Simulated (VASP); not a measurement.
# Y (P6_3/mmc) in VASP: a series of runs, part 2 of 2

VASP 6.6.1. The steps go on from the part before.

## 4. Single point, r2SCAN (30.69 Å³/atom)

This run uses another cell than the first one, of 30.69 Å³/atom.

POSCAR

```
Y
1.0
    3.5403981460      0.0000000000      0.0000000000
   -1.7701990730      3.0660747339      0.0000000000
    0.0000000000      0.0000000000     11.3106672375
Y
4
Direct
    0.0000000000      0.0000000000      1.0000000000
    0.0000000000      1.0000000000      0.5000000000
    0.3333333333      0.6666666667      0.2500000000
    0.6666666667      0.3333333333      0.7500000000
```

INCAR.step1

```
SYSTEM = Y
  PREC = Accurate
  ENCUT = 520
  ISMEAR = -1
  SIGMA = 0.1
  LREAL = .False.
  LASPH = .True.
  NELM = 80
  NBANDS = 30
  GGA = PE
  ALGO = Normal
  EDIFF = 1E-4
  LWAVE = .True.
  LCHARG = .False.
```

INCAR.step2

```
SYSTEM = Y
  PREC = Accurate
  ENCUT = 520
  EDIFF = 1E-7
  ISMEAR = -1
  SIGMA = 0.1
  LREAL = .False.
  LASPH = .True.
  NELM = 80
  ALGO = Normal
  ISIF = 2
  LWAVE = .False.
  LCHARG = .False.
  METAGGA = R2SCAN
  LMIXTAU = .True.
  NBANDS = 30
  ISTART = 1
```

KPOINTS

```
Automatic mesh
0
Gamma
  11 11 3
  0 0 0
```

Potentials or basis: VASP PAW PBE potentials, release 64 (Y_sv).

Run with:

```bash
> cat potpaw_PBE.64/Y_sv/POTCAR > POTCAR
> cp INCAR.step1 INCAR
> mpirun -np 1 vasp_std > vasp.out
> cp INCAR.step2 INCAR
> mpirun -np 1 vasp_std > vasp.out
```

OUTCAR:

```text
SYSTEM = Y
   PREC = Accurate
   ENCUT = 520
   EDIFF = 1E-7
   ISMEAR = -1
   LREAL = .False.
   LASPH = .True.
   NELM = 80
   ISIF = 2
   METAGGA = R2SCAN
   ISTART = 1

 ion  position               nearest neighbor table
   1  0.000  0.000  0.000-   3 3.49   4 3.49   3 3.49   4 3.49   4 3.49   3 3.49
   2  0.000  0.000  0.500-   3 3.49   4 3.49   3 3.49   4 3.49   4 3.49   3 3.49
   3  0.333  0.667  0.250-   1 3.49   2 3.49   1 3.49   2 3.49   1 3.49   2 3.49
   4  0.667  0.333  0.750-   1 3.49   2 3.49   1 3.49   2 3.49   1 3.49   2 3.49

  LATTYP: Found a hexagonal cell.
 ALAT       =     3.5403981460
 C/A-ratio  =     3.1947444245

  Lattice vectors:

 A1 = (   3.5403981460,   0.0000000000,   0.0000000000)
 A2 = (  -1.7701990730,   3.0660747339,   0.0000000000)
 A3 = (   0.0000000000,   0.0000000000,  11.3106672375)

Analysis of symmetry for initial positions (statically):
=====================================================================
 Subroutine PRICEL returns:
 Original cell was already a primitive cell.

 Routine SETGRP: Setting up the symmetry group for a
 hexagonal supercell.

 Subroutine GETGRP returns: Found 24 space group operations
[... 172 lines left out ...]

 val. band max:        3.4086107119   @ k =   0.4545   0.0909   0.3333
 cond. band min:       3.4171412746   @ k =   0.1818   0.0909   0.3333
 fundamental gap:      0.0085305628
 Fermi energy:         3.4116972715

 k-point     1 :       0.0000    0.0000    0.0000
  band No.  band energies     occupation
      1     -40.6091      2.00000
      2     -40.5633      2.00000
      3     -40.5553      2.00000
      4     -40.5090      2.00000
      5     -20.3391      2.00000
      6     -19.9844      2.00000
[... 781 lines left out ...]
     29       5.9372      0.00000
     30       6.1577      0.00000

 [... further k-points ...]

------------------------ aborting loop because EDIFF is reached ----------------------------------------

  FORCE on cell =-STRESS in cart. coord.  units (eV):
  Direction    XX          YY          ZZ          XY          YZ          ZX
  --------------------------------------------------------------------------------------
  -------------------------------------------------------------------------------------
  Total        2.7357566      2.7357566      2.8082196      0.0000000     -0.0000000      0.0000000
  in kB       35.6997333     35.6997333     36.6453256      0.0000000     -0.0000000      0.0000000
  external PRESSURE =      36.0149307 kB  Pullay stress =       0.0000000 kB

 VOLUME and BASIS-vectors are now :
 -----------------------------------------------------------------------------
  energy-cutoff  :      520.00
  volume of cell :      122.78
      direct lattice vectors                 reciprocal lattice vectors
     3.540398146  0.000000000  0.000000000     0.282454108  0.163074955  0.000000000
    -1.770199073  3.066074734  0.000000000     0.000000000  0.326149910  0.000000000
     0.000000000  0.000000000 11.310667238     0.000000000  0.000000000  0.088412114

 POSITION                                       TOTAL-FORCE (eV/Angst)
 -----------------------------------------------------------------------------------
      0.00000      0.00000      0.00000         0.000000      0.000000     -0.000000
      0.00000      0.00000      5.65533         0.000000      0.000000     -0.000000
     -0.00000      2.04405      2.82767        -0.000000      0.000000      0.000000
      1.77020      1.02202      8.48300         0.000000     -0.000000      0.000000
 -----------------------------------------------------------------------------------
    total drift:                                0.000000     -0.000000      0.000000

  FREE ENERGIE OF THE ION-ELECTRON SYSTEM (eV)
  ---------------------------------------------------
  free  energy   TOTEN  =       -80.9909519591 eV

  energy  without entropy=      -80.7964787227  energy(sigma->0) =      -80.89371534
```

OUTCAR.step1:

```text
SYSTEM = Y
   PREC = Accurate
   ENCUT = 520
   ISMEAR = -1
   LREAL = .False.
   LASPH = .True.
[... 1023 lines left out ...]
      0.00000      0.00000      5.65533        -0.000000      0.000000      0.000000
     -0.00000      2.04405      2.82767         0.000000     -0.000000     -0.000000
      1.77020      1.02202      8.48300        -0.000000      0.000000      0.000000
 -----------------------------------------------------------------------------------
    total drift:                                0.000000     -0.000000      0.000000

  FREE ENERGIE OF THE ION-ELECTRON SYSTEM (eV)
  ---------------------------------------------------
  free  energy   TOTEN  =       -25.7542013000 eV

  energy  without entropy=      -25.5586006584  energy(sigma->0) =      -25.65640098
```

OSZICAR.step1:

```text
N       E                     dE             d eps       ncg     rms          rms(c)
DAV:   1     0.226912260198E+03    0.22691E+03   -0.22286E+04  1920   0.142E+03
DAV:   2    -0.364218463454E+01   -0.23055E+03   -0.22383E+03  2186   0.337E+02
DAV:   3    -0.251039418566E+02   -0.21462E+02   -0.20677E+02  3192   0.558E+01
DAV:   4    -0.263828992749E+02   -0.12790E+01   -0.12735E+01  2740   0.139E+01
DAV:   5    -0.264192833919E+02   -0.36384E-01   -0.36378E-01  2770   0.224E+00    0.467E+01
DAV:   6    -0.258411578692E+02    0.57813E+00   -0.80040E-01  2016   0.465E+00    0.288E+01
DAV:   7    -0.257748201620E+02    0.66338E-01   -0.15863E+00  2292   0.598E+00    0.247E+00
DAV:   8    -0.257551707641E+02    0.19649E-01   -0.31447E-01  2360   0.254E+00    0.104E+00
DAV:   9    -0.257542748346E+02    0.89593E-03   -0.86411E-03  2692   0.515E-01    0.386E-01
DAV:  10    -0.257541807229E+02    0.94112E-04   -0.24316E-03  2222   0.342E-01    0.345E-01
DAV:  11    -0.257542013000E+02   -0.20577E-04   -0.52579E-04  2152   0.155E-01
   1 F= -.25754201E+02 E0= -.25656401E+02  d E =-.195601E+00
```

Run time: 5.2 min. Hardware: 1 thread of Intel Xeon 6975P-C (Granite Rapids), shared host; peak memory 0.31 GiB.

Results:

* Free energy: -80.9910 eV
* Pressure: 3.6 GPa
* Band gap on the k mesh: zero (bands 22 and 23 overlap by 1.27 eV)

Caveat: the cell stands under pressure; the PAW data sets were made with another functional, which shifts forces and pressure a little.

## 5. Single point, r2SCAN (32.03 Å³/atom)

This run uses another cell than the first one, of 32.03 Å³/atom.

POSCAR

```
Y
1.0
    3.5909820965      0.0000000000      0.0000000000
   -1.7954910483      3.1098817201      0.0000000000
    0.0000000000      0.0000000000     11.4722700314
Y
4
Direct
    0.0000000000      0.0000000000      1.0000000000
    0.0000000000      1.0000000000      0.5000000000
    0.3333333333      0.6666666667      0.2500000000
    0.6666666667      0.3333333333      0.7500000000
```

INCAR.step1

```
SYSTEM = Y
PREC = Accurate
ENCUT = 520
ISMEAR = -1
SIGMA = 0.1
LREAL = .FALSE.
LASPH = .TRUE.
NELM = 80
NBANDS = 30
GGA = PE
ALGO = Normal
EDIFF = 1E-4
LWAVE = .TRUE.
LCHARG = .FALSE.
```

INCAR.step2

```
SYSTEM = Y
PREC = Accurate
ENCUT = 520
EDIFF = 1E-7
ISMEAR = -1
SIGMA = 0.1
LREAL = .FALSE.
LASPH = .TRUE.
NELM = 80
ALGO = Normal
ISIF = 2
LWAVE = .FALSE.
LCHARG = .FALSE.
METAGGA = R2SCAN
LMIXTAU = .TRUE.
NBANDS = 30
ISTART = 1
```

KPOINTS

```
Automatic mesh
0
G
  11 11 3
  0 0 0
```

Potentials or basis: VASP PAW PBE potentials, release 64 (Y_sv).

Run with:

```bash
> cat potpaw_PBE.64/Y_sv/POTCAR > POTCAR
> cp INCAR.step1 INCAR
> mpirun -np 1 vasp_std > vasp.out
> cp INCAR.step2 INCAR
> mpirun -np 1 vasp_std > vasp.out
```

OUTCAR:

```text
SYSTEM = Y
   PREC = Accurate
   ENCUT = 520
   EDIFF = 1E-7
   ISMEAR = -1
   LREAL = .FALSE.
   LASPH = .TRUE.
   NELM = 80
   ISIF = 2
   METAGGA = R2SCAN
   ISTART = 1

 ion  position               nearest neighbor table
   1  0.000  0.000  0.000-   3 3.54   4 3.54   4 3.54   3 3.54   4 3.54   3 3.54
   2  0.000  0.000  0.500-   3 3.54   4 3.54   4 3.54   3 3.54   4 3.54   3 3.54
   3  0.333  0.667  0.250-   1 3.54   2 3.54   1 3.54   2 3.54   1 3.54   2 3.54
   4  0.667  0.333  0.750-   1 3.54   2 3.54   1 3.54   2 3.54   1 3.54   2 3.54

  LATTYP: Found a hexagonal cell.
 ALAT       =     3.5909820965
[... 993 lines left out ...]
  --------------------------------------------------------------------------------------
  -------------------------------------------------------------------------------------
  Total        1.3489675      1.3489675      1.3820495     -0.0000000      0.0000000     -0.0000000
  in kB       16.8696317     16.8696317     17.2833416     -0.0000000      0.0000000     -0.0000000
  external PRESSURE =      17.0075350 kB  Pullay stress =       0.0000000 kB

 VOLUME and BASIS-vectors are now :
 -----------------------------------------------------------------------------
  energy-cutoff  :      520.00
  volume of cell :      128.12
      direct lattice vectors                 reciprocal lattice vectors
     3.590982096  0.000000000  0.000000000     0.278475351  0.160777819  0.000000000
    -1.795491048  3.109881720  0.000000000     0.000000000  0.321555638  0.000000000
     0.000000000  0.000000000 11.472270031     0.000000000  0.000000000  0.087166707

 POSITION                                       TOTAL-FORCE (eV/Angst)
 -----------------------------------------------------------------------------------
      0.00000      0.00000      0.00000        -0.000000      0.000000      0.000000
      0.00000      0.00000      5.73614        -0.000000      0.000000      0.000000
     -0.00000      2.07325      2.86807         0.000000     -0.000000      0.000000
      1.79549      1.03663      8.60420        -0.000000      0.000000     -0.000000
 -----------------------------------------------------------------------------------
    total drift:                                0.000000     -0.000000      0.000000

  FREE ENERGIE OF THE ION-ELECTRON SYSTEM (eV)
  ---------------------------------------------------
  free  energy   TOTEN  =       -81.0790562725 eV

  energy  without entropy=      -80.8693347219  energy(sigma->0) =      -80.97419550
```

OUTCAR.step1:

```text
SYSTEM = Y
   PREC = Accurate
   ENCUT = 520
   ISMEAR = -1
   LREAL = .FALSE.
   LASPH = .TRUE.
[... 1023 lines left out ...]
      0.00000      0.00000      5.73614        -0.000000      0.000000     -0.000000
     -0.00000      2.07325      2.86807         0.000000     -0.000000      0.000000
      1.79549      1.03663      8.60420        -0.000000      0.000000      0.000000
 -----------------------------------------------------------------------------------
    total drift:                                0.000000     -0.000000      0.000000

  FREE ENERGIE OF THE ION-ELECTRON SYSTEM (eV)
  ---------------------------------------------------
  free  energy   TOTEN  =       -25.8044238103 eV

  energy  without entropy=      -25.5932219808  energy(sigma->0) =      -25.69882290
```

OSZICAR.step1:

```text
N       E                     dE             d eps       ncg     rms          rms(c)
DAV:   1     0.223359204572E+03    0.22336E+03   -0.22120E+04  1920   0.141E+03
DAV:   2    -0.414907697261E+01   -0.22751E+03   -0.22091E+03  2218   0.332E+02
DAV:   3    -0.251692599979E+02   -0.21020E+02   -0.20345E+02  3144   0.550E+01
DAV:   4    -0.264953311336E+02   -0.13261E+01   -0.13192E+01  2760   0.140E+01
DAV:   5    -0.265395580312E+02   -0.44227E-01   -0.44214E-01  2782   0.239E+00    0.457E+01
DAV:   6    -0.259139326846E+02    0.62563E+00   -0.84543E-01  2094   0.471E+00    0.282E+01
DAV:   7    -0.258251487067E+02    0.88784E-01   -0.16452E+00  2252   0.603E+00    0.243E+00
DAV:   8    -0.258057693051E+02    0.19379E-01   -0.33251E-01  2360   0.257E+00    0.128E+00
DAV:   9    -0.258045278107E+02    0.12415E-02   -0.80168E-03  2734   0.496E-01    0.430E-01
DAV:  10    -0.258044255937E+02    0.10222E-03   -0.29755E-03  2364   0.371E-01    0.534E-01
DAV:  11    -0.258044238103E+02    0.17835E-05   -0.59513E-04  2204   0.155E-01
   1 F= -.25804424E+02 E0= -.25698823E+02  d E =-.211202E+00
```

Run time: 6.2 min. Hardware: 1 thread of Intel Xeon 6975P-C (Granite Rapids), shared host; peak memory 0.33 GiB.

Results:

* Free energy: -81.0791 eV
* Pressure: 1.7 GPa
* Band gap on the k mesh: zero (bands 22 and 23 overlap by 1.23 eV)

Caveat: the PAW data sets were made with another functional, which shifts forces and pressure a little.

## 6. Single point, r2SCAN (33.36 Å³/atom)

POSCAR

```
Y
1.0
    3.6401797456      0.0000000000      0.0000000000
   -1.8200898728      3.1524881340      0.0000000000
    0.0000000000      0.0000000000     11.6294439465
Y
4
Direct
    0.0000000000      0.0000000000      1.0000000000
    0.0000000000      1.0000000000      0.5000000000
    0.3333333333      0.6666666667      0.2500000000
    0.6666666667      0.3333333333      0.7500000000
```

INCAR.step1

```
PREC = Accurate ; ENCUT = 520
ISMEAR = -1 ; SIGMA = 0.1
LREAL = False ; LASPH = True
NELM = 100 ; NBANDS = 30
GGA = PE ; ALGO = Normal
EDIFF = 1E-4 ; LWAVE = True
LCHARG = False
```

INCAR.step2

```
PREC = Accurate ; ENCUT = 520
EDIFF = 1E-6 ; ISMEAR = -1
SIGMA = 0.1 ; LREAL = False
LASPH = True ; NELM = 100
ALGO = Normal ; ISIF = 2
LWAVE = False ; LCHARG = False
METAGGA = R2SCAN ; LMIXTAU = True
NBANDS = 30 ; ISTART = 1
```

KPOINTS

```
regular mesh
0
Gamma
  11 11 3
```

Potentials or basis: VASP PAW PBE potentials, release 64 (Y_sv).

Run with:

```bash
> cat potpaw_PBE.64/Y_sv/POTCAR > POTCAR
> cp INCAR.step1 INCAR
> mpirun -np 1 vasp_std > vasp.out
> cp INCAR.step2 INCAR
> mpirun -np 1 vasp_std > vasp.out
```

Wall time 5.4 min (1 thread of Intel Xeon 6975P-C (Granite Rapids), shared host); peak memory 0.33 GiB.

It converged, with:

- Free energy: -81.1085 eV
- Pressure: 0.1 GPa
- Band gap on the k mesh: zero (bands 22 and 23 overlap by 1.20 eV)

Levels at points of the mesh, in eV from the Fermi level:
```tsv
k point	band 18	band 19	band 20	band 21	band 22	band 23	band 24	band 25	band 26	band 27
(0.00, 0.00, 0.00)	-3.50	-3.48	-1.91	0.54	0.91	0.97	1.82	1.82	1.89	1.89
```

Caveat: the PAW data sets were made with another functional, which shifts forces and pressure a little.

## 7. Overview

| cell | k mesh | gap on the mesh (eV) | pressure (GPa) |
| --- | --- | --- | --- |
| a = 3.640, b = 3.640, c = 11.629 Å, angles 90.0, 90.0, 120.0°, 4 atoms | 10 × 10 × 3 | none | 0.1 |
| a = 3.488, b = 3.488, c = 11.144 Å, angles 90.0, 90.0, 120.0°, 4 atoms | 11 × 11 × 3 | none | 5.8 |
| a = 3.540, b = 3.540, c = 11.311 Å, angles 90.0, 90.0, 120.0°, 4 atoms | 11 × 11 × 3 | none | 3.6 |
| a = 3.591, b = 3.591, c = 11.472 Å, angles 90.0, 90.0, 120.0°, 4 atoms | 11 × 11 × 3 | none | 1.7 |
| a = 3.640, b = 3.640, c = 11.629 Å, angles 90.0, 90.0, 120.0°, 4 atoms | 11 × 11 × 3 | none | 0.1 |

Alike in all rows: task single point; level r2SCAN; potentials or basis VASP PAW PBE potentials, release 64 (Y_sv); no spin polarisation; cutoff (eV) 520; smearing fermi-dirac 0.1 eV.

Caveats: the PAW data sets were made with another functional, which shifts forces and pressure a little; the cell stands under pressure (at least some runs).

Total energies depend on the potentials used, so only differences within one code and one set of settings carry meaning.
